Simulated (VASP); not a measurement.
# WS2 in VASP: notebook

Aim: see how the results for WS2 move with the level of theory and the settings. Levels: PBE, PBEsol. Tasks: single point.

Program: VASP 6.6.1. These are calculated values, not measurements. Logs are shortened: lines on timing, memory, paths and dates and some standing lists are left out, and cuts for length are marked.

## (1) The cell of the first run

The cell holds a slab with vacuum, 3 atoms: a = 3.225 Å, b = 3.225 Å, c = 17.174 Å, α = 90.00°, β = 90.00°, γ = 120.00°.

## (2) Single point, PBE

INCAR

```
SYSTEM = WS2
PREC = Accurate
ENCUT = 520
EDIFF = 1E-6
ISMEAR = -1
SIGMA = 0.05
LREAL = .False.
LASPH = .True.
NELM = 60
ALGO = Normal
ISIF = 2
LWAVE = .False.
LCHARG = .False.
GGA = PE
NBANDS = 20
```

KPOINTS

```
regular mesh
0
Gamma
  10 10 2
  0 0 0
```

POSCAR

```
WS2
1.0
    3.2254095325      0.0000000000      0.0000000000
   -1.6127047662      2.7932865927      0.0000000000
    0.0000000000      0.0000000000     17.1736373894
W S
1 2
Direct
    0.0000000000      0.0000000000      0.0000000000
    0.3333333333      0.6666666667      0.0920005100
    0.3333333333      0.6666666667      0.9079994900
```

Potentials or basis: VASP PAW PBE potentials, release 64 (W_sv, S).

Launch:

```sh
cat potpaw_PBE.64/W_sv/POTCAR potpaw_PBE.64/S/POTCAR > POTCAR
mpirun -np 1 vasp_std > vasp.out
```

OUTCAR:

```text
SYSTEM = WS2
   PREC = Accurate
   ENCUT = 520
   EDIFF = 1E-6
   ISMEAR = -1
   LREAL = .False.
   LASPH = .True.
   NELM = 60
   ISIF = 2
   GGA = PE

 ion  position               nearest neighbor table
   1  0.000  0.000  0.000-   2 2.44   3 2.44   2 2.44   3 2.44   2 2.44   3 2.44
   2  0.333  0.667  0.092-   1 2.44   1 2.44   1 2.44
   3  0.333  0.667  0.908-   1 2.44   1 2.44   1 2.44

  LATTYP: Found a hexagonal cell.
 ALAT       =     3.2254095325
 C/A-ratio  =     5.3244827413

  Lattice vectors:

 A1 = (   3.2254095325,   0.0000000000,   0.0000000000)
 A2 = (  -1.6127047662,   2.7932865927,   0.0000000000)
 A3 = (   0.0000000000,   0.0000000000,  17.1736373894)

Analysis of symmetry for initial positions (statically):
=====================================================================
 Subroutine PRICEL returns:
 Original cell was already a primitive cell.

 Routine SETGRP: Setting up the symmetry group for a
 hexagonal supercell.

 Subroutine GETGRP returns: Found 12 space group operations
 (whereof 12 operations were pure point group operations)
 out of a pool of 24 trial point group operations.

The static configuration has the point symmetry D_3h.

Analysis of symmetry for dynamics (positions and initial velocities):
=====================================================================
 Subroutine PRICEL returns:
 Original cell was already a primitive cell.

 Routine SETGRP: Setting up the symmetry group for a
 hexagonal supercell.

 Subroutine GETGRP returns: Found 12 space group operations
 (whereof 12 operations were pure point group operations)
 out of a pool of 24 trial point group operations.

The dynamic configuration has the point symmetry D_3h.

 Subroutine INISYM returns: Found 12 space group operations
 (whereof 12 operations are pure point group operations),
 and found     1 'primitive' translations

----------------------------------------------------------------------------------------

                                     Primitive cell

  volume of cell :     154.7258

  direct lattice vectors                    reciprocal lattice vectors
     3.225409533  0.000000000  0.000000000     0.310038149  0.179000609  0.000000000
    -1.612704766  2.793286593  0.000000000     0.000000000  0.358001217  0.000000000
     0.000000000  0.000000000 17.173637389     0.000000000  0.000000000  0.058228783

  length of vectors
     3.225409533  3.225409532 17.173637389     0.358001217  0.358001217  0.058228783

  position of ions in fractional coordinates (direct lattice)
     0.000000000  0.000000000  0.000000000
     0.333333333  0.666666667  0.092000510
     0.333333333  0.666666667  0.907999490

  ion indices of the primitive-cell ions
   primitive index   ion index
                 1           1
                 2           2
                 3           3

----------------------------------------------------------------------------------------

 KPOINTS: regular mesh

Automatic generation of k-mesh.
 Grid dimensions read from file:
 generate k-points for:   10   10    2

 Generating k-lattice:

  Cartesian coordinates                     Fractional coordinates (reciprocal lattice)
     0.031003815  0.017900061  0.000000000     0.100000000  0.000000000  0.000000000
     0.000000000  0.035800122  0.000000000     0.000000000  0.100000000  0.000000000
     0.000000000  0.000000000  0.029114391     0.000000000  0.000000000  0.500000000

  Length of vectors
     0.035800122  0.035800122  0.029114391

  Shift w.r.t. Gamma in fractional coordinates (k-lattice)
     0.000000000  0.000000000  0.000000000

 Subroutine IBZKPT returns following result:
 ===========================================

 Found     28 irreducible k-points:

 Following reciprocal coordinates:
            Coordinates               Weight
  0.000000  0.000000  0.000000      1.000000
  0.100000  0.000000  0.000000      6.000000
  0.200000  0.000000  0.000000      6.000000
  0.300000  0.000000  0.000000      6.000000
  0.400000  0.000000  0.000000      6.000000
  0.500000  0.000000  0.000000      3.000000
[... 16 lines left out ...]
  0.300000  0.100000  0.500000     12.000000
  0.400000  0.100000  0.500000     12.000000
 [... further k-points ...]
   k-points           NKPTS =     28   k-points in BZ     NKDIM =     28   number of bands    NBANDS=     20
   number of dos      NEDOS =    301   number of ions     NIONS =      3
   total plane-waves  NPLWV =  73728
   dimension x,y,z NGX =    24 NGY =   24 NGZ =  128
   dimension x,y,z NGXF=    48 NGYF=   48 NGZF=  256
   ions per type =               1   2
   NGX,Y,Z   is equivalent  to a cutoff of  12.37, 12.37, 12.39 a.u.
   NGXF,Y,Z  is equivalent  to a cutoff of  24.74, 24.74, 24.78 a.u.
 SYSTEM =  WS2
   PREC   = accura    normal or accurate (medium, high low for compatibility)
   ISTART =      0    job   : 0-new  1-cont  2-samecut
   ICHARG =      2    charge: 1-file 2-atom 10-const
   ISPIN  =      1    spin polarized calculation?
   LNONCOLLINEAR =      F non collinear calculations
   LSORBIT =      F    spin-orbit coupling
   LASPH  =      T    aspherical Exc in radial PAW
   ENCUT  =  520.0 eV  38.22 Ry    6.18 a.u.   6.00  6.00 31.93*2*pi/ulx,y,z
   NELM   =     60;   NELMIN=  2; NELMDL= -5     # of ELM steps
   EDIFF  = 0.1E-05   stopping-criterion for ELM
   LREAL  =      F    real-space projection
   EDIFFG = 0.1E-04   stopping-criterion for IOM
   NSW    =      0    number of steps for IOM
   IBRION =     -1    ionic relax: 0-MD 1-quasi-New 2-CG
   NFREE  =      0    steps in history (QN), initial steepest desc. (CG)
   ISIF   =      2    stress and relaxation
   ISYM   =      2    0-nonsym 1-usesym 2-fastsym
   POTIM  = 0.5000    time-step for ionic-motion
   TEBEG  =    0.0;   TEEND  =   0.0 temperature during run
   PSTRESS=    0.0 pullay stress
   NELECT =      26.0000    total number of electrons
   NUPDOWN=      -1.0000    fix difference up-down
   EMIN   =  10.00;   EMAX   =-10.00  energy-range for DOS
   EFERMI =   0.00;   METHOD = LEGACY
   ISMEAR =    -1;   SIGMA  =   0.05  broadening in eV -4-tet -1-fermi 0-gaus
   EFERMI_NEDOS =   21; number of points for ismear=-14 and -15
   IALGO  =     38    algorithm
   IMIX   =      4    mixing-type and parameters
     AMIX     =   0.40;   BMIX     =  1.00
     AMIX_MAG =   1.60;   BMIX_MAG =  1.00
  volume/ion in A,a.u.               =      51.58       348.05
  Fermi-wavevector in a.u.,A,eV,Ry     =   0.903396  1.707172 11.104058  0.816125
  Thomas-Fermi vector in A             =   2.026717
   LORBIT       =      0    0 simple, 1 ext, 2 COOP (PROOUT), +10 PAW based schemes
   GGA     = PE    functional components
   LHFCALC =     F    Hartree Fock is set to
   AEXX    =    0.0000 exact exchange contribution
   IVDW    =     0    specifies the selected vdW correction
   LEPSILON=     F    determine dielectric tensor
   LRPA    =     F    only Hartree local field effects (RPA)
 non-spin polarized calculation
  energy-cutoff  :      520.00
  volume of cell :      154.73
 maximum number of plane-waves:      4214
 NGX is ok and might be reduce to    24
   NGX = 11   NGY = 11   NGZ = 63

 number of electron      26.0000005 magnetization

 Free energy of the ion-electron system (eV)
  ---------------------------------------------------
  ext. energy  EPLUGINS =         0.00000000
  ---------------------------------------------------
  free energy    TOTEN  =       -23.65257845 eV

  energy without entropy =      -23.65257845  energy(sigma->0) =      -23.65257845

 E-fermi :  -0.4546     XC(G=0):  -4.4501

 val. band max:       -1.3738096442   @ k =   0.0000   0.0000   0.5000
 cond. band min:       0.5169131499   @ k =   0.3000   0.3000   0.0000
 fundamental gap:      1.8907227941
 Fermi energy:        -0.4546478638

 k-point     1 :       0.0000    0.0000    0.0000
  band No.  band energies     occupation
      1     -75.4989      2.00000
      2     -39.6917      2.00000
      3     -39.5799      2.00000
      4     -39.5799      2.00000
      5     -15.9133      2.00000
      6     -14.3724      2.00000
[... 12 lines left out ...]
     19       4.0964      0.00000
     20       4.1258      0.00000

 k-point     2 :       0.1000    0.0000    0.0000
  band No.  band energies     occupation
      1     -75.4976      2.00000
      2     -39.6869      2.00000
      3     -39.6075      2.00000
      4     -39.5864      2.00000
      5     -15.7599      2.00000
      6     -14.3145      2.00000
[... 12 lines left out ...]
     19       4.2887      0.00000
     20       4.5696      0.00000

 k-point     3 :       0.2000    0.0000    0.0000
  band No.  band energies     occupation
      1     -75.4942      2.00000
      2     -39.6790      2.00000
      3     -39.6741      2.00000
      4     -39.6033      2.00000
      5     -15.3340      2.00000
      6     -14.1544      2.00000
[... 12 lines left out ...]
     19       4.8299      0.00000
     20       5.5384      0.00000

 k-point     4 :       0.3000    0.0000    0.0000
  band No.  band energies     occupation
      1     -75.4901      2.00000
      2     -39.7662      2.00000
      3     -39.6583      2.00000
      4     -39.6241      2.00000
      5     -14.7423      2.00000
      6     -13.9366      2.00000
[... 12 lines left out ...]
     19       5.6043      0.00000
     20       5.8029      0.00000

 k-point     5 :       0.4000    0.0000    0.0000
  band No.  band energies     occupation
      1     -75.4867      2.00000
      2     -39.8357      2.00000
      3     -39.6455      2.00000
      4     -39.6408      2.00000
      5     -14.1832      2.00000
      6     -13.7397      2.00000
[... 12 lines left out ...]
     19       6.0442      0.00000
     20       6.1334      0.00000
[... 353 lines left out ...]
      6     -14.2051      2.00000
[... 12 lines left out ...]
     19       4.4753      0.00000
     20       5.6455      0.00000

 k-point    22 :       0.2000    0.1000    0.5000
  band No.  band energies     occupation
      1     -75.4915      2.00000
      2     -39.7295      2.00000
      3     -39.6638      2.00000
      4     -39.6237      2.00000
      5     -14.9577      2.00000
      6     -14.0134      2.00000
[... 12 lines left out ...]
     19       5.1800      0.00000
     20       6.2977      0.00000

 k-point    23 :       0.3000    0.1000    0.5000
  band No.  band energies     occupation
      1     -75.4877      2.00000
      2     -39.8028      2.00000
      3     -39.6495      2.00000
      4     -39.6475      2.00000
      5     -14.3707      2.00000
      6     -13.7989      2.00000
[... 12 lines left out ...]
     19       5.9811      0.00000
     20       6.0879      0.00000

 k-point    24 :       0.4000    0.1000    0.5000
  band No.  band energies     occupation
      1     -75.4854      2.00000
      2     -39.8476      2.00000
      3     -39.6622      2.00000
      4     -39.6406      2.00000
      5     -13.9510      2.00000
      6     -13.6515      2.00000
[... 12 lines left out ...]
     19       6.5831      0.00000
     20       6.7775      0.00000

 [... further k-points ...]

------------------------ aborting loop because EDIFF is reached ----------------------------------------

  FORCE on cell =-STRESS in cart. coord.  units (eV):
  Direction    XX          YY          ZZ          XY          YZ          ZX
  --------------------------------------------------------------------------------------
  -------------------------------------------------------------------------------------
  Total       -1.5885865     -1.5885865     -1.3208332     -0.0000000      0.0000000      0.0000000
  in kB      -16.4497311    -16.4497311    -13.6771594     -0.0000000      0.0000000      0.0000000
  external PRESSURE =     -15.5255405 kB  Pullay stress =       0.0000000 kB

 VOLUME and BASIS-vectors are now :
 -----------------------------------------------------------------------------
  energy-cutoff  :      520.00
  volume of cell :      154.73
      direct lattice vectors                 reciprocal lattice vectors
     3.225409533  0.000000000  0.000000000     0.310038149  0.179000609  0.000000000
    -1.612704766  2.793286593  0.000000000     0.000000000  0.358001217  0.000000000
     0.000000000  0.000000000 17.173637389     0.000000000  0.000000000  0.058228783

 POSITION                                       TOTAL-FORCE (eV/Angst)
 -----------------------------------------------------------------------------------
      0.00000      0.00000      0.00000         0.000000      0.000000     -0.000000
     -0.00000      1.86219      1.57998        -0.000000     -0.000000     -0.409468
     -0.00000      1.86219     15.59365         0.000000      0.000000      0.409468
 -----------------------------------------------------------------------------------
    total drift:                                0.000000     -0.000000     -0.000000

  FREE ENERGIE OF THE ION-ELECTRON SYSTEM (eV)
  ---------------------------------------------------
  free  energy   TOTEN  =       -23.6525784471 eV

  energy  without entropy=      -23.6525784462  energy(sigma->0) =      -23.65257845
```

Wall time 2.8 min (1 thread of AMD EPYC 7R13, shared host); peak memory 0.25 GiB.

What came out:

```yaml
Free_energy: -23.6526 eV
Largest_force: 0.409 eV/Å
Band_gap_on_the_k_mesh: 1.89 eV (least direct gap 2.04 eV)
```

Forces in eV/Å, atoms in the order of the input:
```
W    0.000  0.000  0.000
S    0.000  0.000 -0.409
S    0.000  0.000  0.409
```

Caveat: spin-orbit coupling is left out, which moves the levels of the heavy elements.

## (3) Single point, PBEsol

This run uses another cell than the first one.

INCAR

```
PREC = Accurate
ENCUT = 500
EDIFF = 1E-6
ISMEAR = -1
SIGMA = 0.05
LREAL = False
LASPH = True
NELM = 120
ALGO = Normal
ISIF = 2
LWAVE = False
LCHARG = True
GGA = PS
LELF = True
LVHAR = True
NBANDS = 20
GGA_COMPAT = False
```

KPOINTS

```
regular mesh
0
Gamma
  8 8 2
```

POSCAR

```
WS2
1.0
    3.1835163552      0.0000000000      0.0000000000
   -1.5917581776      2.7570060369      0.0000000000
    0.0000000000      0.0000000000     16.9505778900
W S
1 2
Direct
    0.0000000000      0.0000000000      0.0000000000
    0.3333333333      0.6666666667      0.0920005100
    0.3333333333      0.6666666667      0.9079994900
```

Potentials or basis: VASP PAW PBE potentials, release 64 (W_sv, S).

Launch:

```sh
cat potpaw_PBE.64/W_sv/POTCAR potpaw_PBE.64/S/POTCAR > POTCAR
mpirun -np 1 vasp_std > vasp.out
```

Run time: 73 s. Hardware: 1 thread of Intel Xeon Platinum 8488C (Sapphire Rapids), shared host; peak memory 0.26 GiB.

It converged, with:

```yaml
Free_energy: -25.2350 eV
Largest_force: 0.103 eV/Å
Band_gap_on_the_k_mesh: 2.07 eV (least direct gap 2.25 eV)
```

Forces in eV/Å, atoms in the order of the input:
```
W    0.000  0.000  0.000
S    0.000  0.000 -0.103
S    0.000  0.000  0.103
```

Levels at points of the mesh, in eV from the valence-band top:
```
           k point  band 11  band 12  band 13  band 14  band 15  band 16
(0.00, 0.00, 0.00)    -1.64    -1.64     0.00     2.90     2.90     3.10
(0.50, 0.00, 0.00)    -2.08    -1.27    -0.92     2.84     3.31     4.06
(0.00, 0.00, 0.50)    -1.64    -1.64     0.00     2.90     2.90     3.10
(0.50, 0.00, 0.50)    -2.08    -1.27    -0.92     2.84     3.31     4.06
```

Caveat: the PAW data sets were made with another functional, which shifts forces and pressure a little; spin-orbit coupling is left out, which moves the levels of the heavy elements.
